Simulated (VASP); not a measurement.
The system is NdAl2S.

```xyz
4
Lattice="4.7236 0.0000 0.0000 0.0000 4.7236 0.0000 0.0000 0.0000 3.8338" Properties=species:S:1:pos:R:3 pbc="T T T"
Nd    0.0000    0.0000    2.5605
Al    2.3618    0.0000    2.6550
Al    0.0000    2.3618    2.6550
S     2.3618    2.3618    3.8143
```

The cell was generated, and may not be a known phase.

- Program: VASP 6.6.1
- Task: relaxation of cell and atoms
- Functional: PBE
- Potentials or basis: VASP PAW PBE potentials, release 64 (Nd_3, Al, S), 4f in core
- Cutoff: 500 eV
- k mesh: 4 × 4 × 4
- Occupations: gaussian, width 0.1 eV
- Spin: no spin polarisation

At the start: pressure 22.7 GPa; volume 21.39 Å³/atom.

**Question.** How do energy, volume and symmetry change on relaxing?

**Answer.** Over 61 steps the energy falls by 2302.4 meV/atom and the volume is 21.25 Å³/atom (-0.6 %); space group P4mm (No. 99, to 0.1 Å) before, P4/mmm (No. 123, to 0.1 Å).

Step by step:
```tsv
step	energy change (eV)	largest force (eV/Å)	pressure (GPa)	volume (Å³)
1	0.0000	0.4371	22.67	85.54
3	-3.9737	0.6674	-2.25	123.25
5	-5.2780	0.5365	1.39	97.88
7	-5.2808	0.5330	1.85	96.95
9	-5.3435	0.5834	0.57	99.62
11	-5.6047	0.9208	-3.69	108.52
13	-5.6514	0.9226	-5.10	112.36
15	-5.8740	0.9950	-5.58	111.76
17	-6.2821	0.7232	-5.82	108.67
19	-6.6099	0.2810	-4.46	102.51
21	-6.7672	0.4482	-0.14	92.64
23	-6.7856	0.3438	-0.24	92.86
25	-6.8238	0.7308	1.07	91.69
27	-6.8624	0.4473	0.40	92.73
29	-7.3955	0.7390	-0.95	97.67
31	-7.4283	0.9874	-0.88	99.19
33	-7.4741	0.8818	-0.93	100.03
35	-7.6297	0.8874	-0.58	97.70
37	-7.8114	0.9554	-0.08	94.10
39	-8.5468	0.6602	-4.07	92.11
41	-8.8011	1.3468	-3.62	89.50
43	-9.0357	1.1898	0.97	83.09
45	-9.0920	0.8996	1.16	82.93
47	-9.1677	0.2763	-0.12	84.57
49	-9.1734	0.2542	-0.09	84.47
51	-9.1849	0.1225	1.01	82.43
53	-9.1934	0.1123	-0.19	84.12
55	-9.1981	0.1057	-0.29	84.50
57	-9.2047	0.1259	0.20	84.68
59	-9.2076	0.0614	-0.43	85.58
61	-9.2097	0.0166	0.03	85.00
```

Final structure:
```
Nd Al S
1.0
     4.03368    0.00000    0.00000
     0.00000    4.03368    0.00000
     0.00000    0.00000    5.22386
Nd Al S
1 2 1
Direct
  0.00000 0.00000 0.51248
  0.50000 0.00000 0.01392
  0.00000 0.50000 0.01392
  0.50000 0.50000 0.50755
```

Caveat: the k points lie up to 0.39 Å⁻¹ apart in the final cell, too coarse for converged energies and pressures of a metal; a cell axis changed by over 15 % at a fixed basis, so the end point is rough; the run has no spin polarisation, though such a crystal can be magnetic.
